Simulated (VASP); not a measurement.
# TiSi2 in VASP: further runs

Runs on TiSi2. Level: PBE. Tasks: single point.

Everything below comes from runs of VASP 6.6.1. Logs are shortened: lines on timing, memory, paths and dates and some standing lists are left out, and cuts for length are marked.

### 1 The cell of the first run

The cell holds a disordered packing, 18 atoms: a = 6.668 Å, b = 6.453 Å, c = 6.744 Å, α = 90.17°, β = 91.62°, γ = 85.70°.

### 2 Single point, PBE

INCAR reads:

```
PREC = Accurate
ENCUT = 400
EDIFF = 1E-6
ISMEAR = -1
SIGMA = 0.0939
LREAL = Auto
LASPH = True
NELM = 120
ALGO = Normal
ISIF = 2
LWAVE = False
LCHARG = False
GGA = PE
ISYM = -1
NBANDS = 75
GGA_COMPAT = False
```

KPOINTS reads:

```
explicit points
1
Reciprocal
  0.25000000   0.25000000   0.25000000 1
```

POSCAR reads:

```
TiSi2
1.0
    6.6632510000      0.2460850000     -0.0945350000
    0.2460850000      6.4484990000     -0.0081680000
   -0.0945350000     -0.0081680000      6.7432540000
Ti Si
6 12
Direct
    0.5317740502      0.2758217736      0.8764750923
    0.4788320958      0.7491258834      0.7971236516
    0.2131207990      0.4222441975      0.5248674105
    0.7905520225      0.8404398005      0.3537227795
    0.1391558438      1.0084726873      0.7621549333
    0.1082328504      0.7082577504      0.0790739666
    0.4178934118      0.9393912995      0.1169387215
    0.5951970518      0.5097459821      0.5110825661
    0.2815157123      0.7859053549      0.4509903324
    0.8948807769      0.6863043330      0.7167655687
    0.1034157442      0.0974501059      0.2526902264
    0.3355028737      0.4057196953      0.2010619328
    0.4674182254      0.0825170880      0.5430917153
    0.7812522847      0.9534879716      0.9736410306
    0.7706834784      0.5167872779      0.9955789417
    0.8162844174      0.2275532309      0.7153688860
    0.1279261663      0.3497709497      0.9274399910
    0.7338708935      0.1873857879      0.2710191626
```

Potentials or basis: VASP PAW PBE potentials, release 64 (Ti_sv, Si).

Launch:

```console
cat potpaw_PBE.64/Ti_sv/POTCAR potpaw_PBE.64/Si/POTCAR > POTCAR
mpirun -np 1 vasp_std > vasp.out
```

OUTCAR:

```text
PREC = Accurate
   ENCUT = 400
   EDIFF = 1E-6
   ISMEAR = -1
   LREAL = Auto
   LASPH = True
   NELM = 120
   ISIF = 2
   GGA = PE
   ISYM = -1

 ion  position               nearest neighbor table
   1  0.532  0.276  0.876-  16 2.21  15 2.43  13 2.61  14 2.64  12 2.68  17 2.73   7 2.87   8 2.95
                            18 2.99
   2  0.479  0.749  0.797-   7 2.51   8 2.57   9 2.65  15 2.69   5 2.72  14 2.73  13 2.75  10 2.84

   3  0.213  0.422  0.525-  12 2.35   9 2.48   8 2.65  13 2.67  17 2.84  11 2.90  10 2.95
   4  0.791  0.840  0.354-  18 2.31  14 2.66  10 2.70   8 2.81  11 2.86  13 2.89   7 2.95
   5  0.139  0.008  0.762-  17 2.46  16 2.50   9 2.69   2 2.72  10 2.75  13 2.75  14 2.86   6 2.91
                             7 3.00
   6  0.108  0.708  0.079-  12 2.51  17 2.52   7 2.64  14 2.68  15 2.69  11 2.77   9 2.79  10 2.80
                             5 2.91
   7  0.418  0.939  0.117-  11 2.46   2 2.51  14 2.64   6 2.64   9 2.67   1 2.87  18 2.91   4 2.95
                             5 3.00  13 3.03  12 3.07
   8  0.595  0.510  0.511-   2 2.57  16 2.62   3 2.65   9 2.67  10 2.72  18 2.75  12 2.79   4 2.81
                             1 2.95  13 2.96
   9  0.282  0.786  0.451-  13 2.43   3 2.48  11 2.61   2 2.65   8 2.67   7 2.67   5 2.69   6 2.79
                            12 2.98
  10  0.895  0.686  0.717-  15 2.38  14 2.53   4 2.70   8 2.72   5 2.75   6 2.80   2 2.84  17 2.92
                             3 2.95  16 3.04
  11  0.103  0.097  0.253-   7 2.46  18 2.50   9 2.61  12 2.64  17 2.75   6 2.77   4 2.86   3 2.90
                            14 3.01  13 3.07
  12  0.336  0.406  0.201-  17 2.32   3 2.35   6 2.51  11 2.64   1 2.68   8 2.79  18 2.94   9 2.98
                             7 3.07
  13  0.467  0.083  0.543-   9 2.43   1 2.61   3 2.67  18 2.71   5 2.75   2 2.75  16 2.79   4 2.89
[... 5 lines left out ...]
  16  0.816  0.228  0.715-   1 2.21   5 2.50  14 2.51   8 2.62  17 2.66  15 2.66  13 2.79  10 3.04
                            18 3.05
  17  0.128  0.350  0.927-  12 2.32   5 2.46   6 2.52  15 2.59  16 2.66   1 2.73  11 2.75   3 2.84
                            10 2.92
  18  0.734  0.187  0.271-   4 2.31  11 2.50  14 2.52  13 2.71   8 2.75  15 2.86   7 2.91  12 2.94
                             1 2.99  16 3.05

IMPORTANT INFORMATION: All symmetrisations will be switched off!
NOSYMM: (Re-)initialisation of all symmetry stuff for point group C_1.

----------------------------------------------------------------------------------------

                                     Primitive cell

  volume of cell :     289.2779

  direct lattice vectors                    reciprocal lattice vectors
     6.663251000  0.246085000 -0.094535000     0.150318448 -0.005733731  0.002100399
     0.246085000  6.448499000 -0.008168000    -0.005733731  0.155293792  0.000107723
    -0.094535000 -0.008168000  6.743254000     0.002100399  0.000107723  0.148325933

  length of vectors
     6.668463735  6.453197959  6.743921566     0.150442424  0.155399644  0.148340843

[... 85 lines left out ...]
   ISMEAR =    -1;   SIGMA  =   0.09  broadening in eV -4-tet -1-fermi 0-gaus
   EFERMI_NEDOS =   21; number of points for ismear=-14 and -15
   IALGO  =     38    algorithm
   IMIX   =      4    mixing-type and parameters
     AMIX     =   0.40;   BMIX     =  1.00
     AMIX_MAG =   1.60;   BMIX_MAG =  1.00
  volume/ion in A,a.u.               =      16.07       108.45
  Fermi-wavevector in a.u.,A,eV,Ry     =   1.220947  2.307255 20.282365  1.490712
  Thomas-Fermi vector in A             =   2.356147
   LORBIT       =      0    0 simple, 1 ext, 2 COOP (PROOUT), +10 PAW based schemes
   GGA     = PE    functional components
   LHFCALC =     F    Hartree Fock is set to
   AEXX    =    0.0000 exact exchange contribution
   IVDW    =     0    specifies the selected vdW correction
   LEPSILON=     F    determine dielectric tensor
   LRPA    =     F    only Hartree local field effects (RPA)
 non-spin polarized calculation
  energy-cutoff  :      400.00
  volume of cell :      289.28
 maximum number of plane-waves:      5264
 NGX is ok and might be reduce to    48
   NGX = 21   NGY = 21   NGZ = 21

 number of electron     120.0000008 magnetization

 Free energy of the ion-electron system (eV)
  ---------------------------------------------------
  ext. energy  EPLUGINS =         0.00000000
  ---------------------------------------------------
  free energy    TOTEN  =      -113.01683651 eV

  energy without entropy =     -112.66587449  energy(sigma->0) =     -112.84135550

 E-fermi :   8.6561     XC(G=0): -11.0228

 val. band max:        8.5938419364   @ k =   0.2500   0.2500   0.2500
 cond. band min:       8.6802307215   @ k =   0.2500   0.2500   0.2500
 fundamental gap:      0.0863887851
 Fermi energy:         8.6561489344

 k-point     1 :       0.2500    0.2500    0.2500
  band No.  band energies     occupation
      1     -48.2794      2.00000
      2     -48.2416      2.00000
      3     -48.1824      2.00000
      4     -48.0922      2.00000
      5     -48.0148      2.00000
      6     -47.8286      2.00000
[... 64 lines left out ...]
     71      10.2212      0.00000
     72      10.2816      0.00000
 [bands above 72 left out]

------------------------ aborting loop because EDIFF is reached ----------------------------------------

  FORCE on cell =-STRESS in cart. coord.  units (eV):
  Direction    XX          YY          ZZ          XY          YZ          ZX
  --------------------------------------------------------------------------------------
  -------------------------------------------------------------------------------------
  Total        0.2521681     -0.8784610     -3.4454822     -1.0851547      3.7603683     -1.4379121
  in kB        1.3966433     -4.8653922    -19.0829443     -6.0101740     20.8269540     -7.9639354
  external PRESSURE =      -7.5172311 kB  Pullay stress =       0.0000000 kB

 VOLUME and BASIS-vectors are now :
 -----------------------------------------------------------------------------
  energy-cutoff  :      400.00
  volume of cell :      289.28
      direct lattice vectors                 reciprocal lattice vectors
     6.663251000  0.246085000 -0.094535000     0.150318448 -0.005733731  0.002100399
     0.246085000  6.448499000 -0.008168000    -0.005733731  0.155293792  0.000107723
    -0.094535000 -0.008168000  6.743254000     0.002100399  0.000107723  0.148325933

 POSITION                                       TOTAL-FORCE (eV/Angst)
 -----------------------------------------------------------------------------------
      3.52836      1.90234      5.85777        -3.474214     -0.206500      1.858526
      3.29957      4.94206      5.32382         0.476633     -0.021690     -0.870570
      1.47437      2.77100      3.51572        -1.462099     -0.565342      1.506114
      5.44103      5.61123      2.30364        -0.094585     -1.723594      1.163866
      0.85726      0.08265      5.12618         0.529595      0.076570     -0.086315
      0.88800      4.59319      0.51720        -0.577882      0.569107      0.329510
[... 10 lines left out ...]
      0.85080      2.27940      6.23901        -0.826708      0.133966     -0.927071
      4.91046      1.38674      1.75664        -0.467703      2.659247     -0.444070
 -----------------------------------------------------------------------------------
    total drift:                                0.000472     -0.001257     -0.000559

  FREE ENERGIE OF THE ION-ELECTRON SYSTEM (eV)
  ---------------------------------------------------
  free  energy   TOTEN  =      -113.0168365130 eV

  energy  without entropy=     -112.6658744891  energy(sigma->0) =     -112.84135550
```

OSZICAR:

```text
N       E                     dE             d eps       ncg     rms          rms(c)
DAV:   1     0.122039495100E+04    0.12204E+04   -0.46604E+04   150   0.140E+03
DAV:   2     0.618762728650E+02   -0.11585E+04   -0.11217E+04   150   0.452E+02
DAV:   3    -0.103854235020E+03   -0.16573E+03   -0.16069E+03   220   0.153E+02
[... 11 lines left out ...]
DAV:  15    -0.113016865108E+03    0.54107E-03   -0.48568E-03   204   0.448E-01    0.888E-02
DAV:  16    -0.113016834475E+03    0.30633E-04   -0.47515E-04   212   0.130E-01    0.372E-02
DAV:  17    -0.113016847833E+03   -0.13359E-04   -0.17210E-04   220   0.873E-02    0.341E-02
DAV:  18    -0.113016836185E+03    0.11648E-04   -0.86436E-05   212   0.650E-02    0.882E-03
DAV:  19    -0.113016836513E+03   -0.32758E-06   -0.77962E-06   180   0.150E-02
   1 F= -.11301684E+03 E0= -.11284136E+03  d E =-.350962E+00
```

Run time: 50 s. Hardware: 1 thread of Intel Xeon Platinum 8259CL at 2.50GHz (Skylake/Cascade Lake), shared host; peak memory 0.28 GiB.

What came out:

```yaml
Free_energy: -113.0168 eV
Pressure: -0.8 GPa
Largest_force: 3.945 eV/Å
```

Forces in eV/Å, atoms in the order of the input:
```
Ti  -3.474 -0.206  1.859
Ti   0.477 -0.022 -0.871
Ti  -1.462 -0.565  1.506
Ti  -0.095 -1.724  1.164
Ti   0.530  0.077 -0.086
Ti  -0.578  0.569  0.330
Si   0.448  0.070 -0.357
Si   0.652 -1.405 -0.490
Si  -0.563  0.310 -1.034
Si   0.270  0.172 -0.851
Si  -0.628  0.515  0.473
Si   1.626 -0.660  0.012
Si   0.754  0.322  0.257
Si  -0.052 -0.674  0.014
Si   0.519  0.566  1.655
Si   2.869 -0.138 -2.209
Si  -0.827  0.134 -0.927
Si  -0.468  2.659 -0.444
```

Stress tensor (GPa, compression positive):
```
 0.14 -0.60 -0.80
-0.60 -0.49  2.08
-0.80  2.08 -1.91
```

Caveat: the atoms stand as in a frame of molecular dynamics.

### 3 Single point, PBE

INCAR reads:

```
ALGO = Normal
EDIFF = 1E-6
ENCUT = 400
GGA = PE
GGA_COMPAT = False
ISIF = 2
ISMEAR = -1
ISYM = -1
LASPH = True
LCHARG = False
LREAL = Auto
LWAVE = False
NBANDS = 75
NELM = 120
PREC = Accurate
SIGMA = 0.05
```

KPOINTS is that of step 2.

POSCAR reads:

```
TiSi2
1.0
    6.6632510000      0.2460850000     -0.0945350000
    0.2460850000      6.4484990000     -0.0081680000
   -0.0945350000     -0.0081680000      6.7432540000
Ti Si
6 12
Direct
    0.5164177914      0.2680794794      0.8748686063
    0.5075805814      0.7380446817      0.7494318736
    0.1698370299      0.4232479443      0.5512109781
    0.7655205855      0.8459285660      0.3701818192
    0.1883007080     -0.0084610064      0.7372904681
    0.1043397355      0.7160040551      0.0723404573
    0.4208689740      0.9496036991      0.1108038065
    0.6024350590      0.4578031547      0.5235574004
    0.2933468734      0.7682851902      0.3864527274
    0.9125495661      0.6906546889      0.7131281338
    0.0599010718      0.1356817888      0.2592598465
    0.3439821006      0.3554750043      0.2141338392
    0.4780833015      0.0994445084      0.5149292712
    0.7735652944      0.9289783225      0.9775464323
    0.7471061985      0.5503977067      1.0386496390
    0.8360529317      0.2265112101      0.6541867483
    0.0789297710      0.3473174343      0.9196327937
    0.7384035923      0.2537138919      0.2456937435
```

Potentials or basis: VASP PAW PBE potentials, release 64 (Ti_sv, Si).

Launch:

```console
cat potpaw_PBE.64/Ti_sv/POTCAR potpaw_PBE.64/Si/POTCAR > POTCAR
mpirun -np 1 vasp_std > vasp.out
```

It took 50 s on 1 thread of Intel Xeon Platinum 8259CL at 2.50GHz (Skylake/Cascade Lake), shared host; peak memory 0.28 GiB.

The run converged. Its results:

```yaml
Free_energy: -114.2645 eV
Pressure: -4.1 GPa
Largest_force: 2.220 eV/Å
```

Forces in eV/Å, atoms in the order of the input:
```
Ti   0.192  0.459  0.382
Ti  -0.321  0.997  0.129
Ti   0.939 -0.247 -0.716
Ti   0.351  0.104 -0.676
Ti  -1.164  0.815  0.154
Ti   0.079 -0.082 -0.087
Si   0.195 -0.031 -1.011
Si  -0.529  0.883 -0.984
Si   0.396 -0.264  1.418
Si  -0.655 -0.250  0.076
Si   1.410 -1.051  0.267
Si  -0.399  0.385 -0.127
Si  -0.416 -0.781  0.199
Si   0.122  0.841 -0.064
Si  -0.198  0.428 -0.384
Si   1.588 -1.309  0.831
Si   0.159 -0.615  0.244
Si  -1.750 -0.283  0.349
```

Stress tensor (GPa, compression positive):
```
-2.37  1.98  2.60
 1.98 -4.36  0.15
 2.60  0.15 -5.45
```

Levels at points of the mesh, in eV from the Fermi level:
```tsv
k point	band 56	band 57	band 58	band 59	band 60	band 61	band 62	band 63	band 64	band 65
(0.25, 0.25, 0.25)	-0.79	-0.46	-0.35	-0.16	-0.10	0.09	0.43	0.53	0.74	0.86
```

Caveat: the atoms stand as in a frame of molecular dynamics.
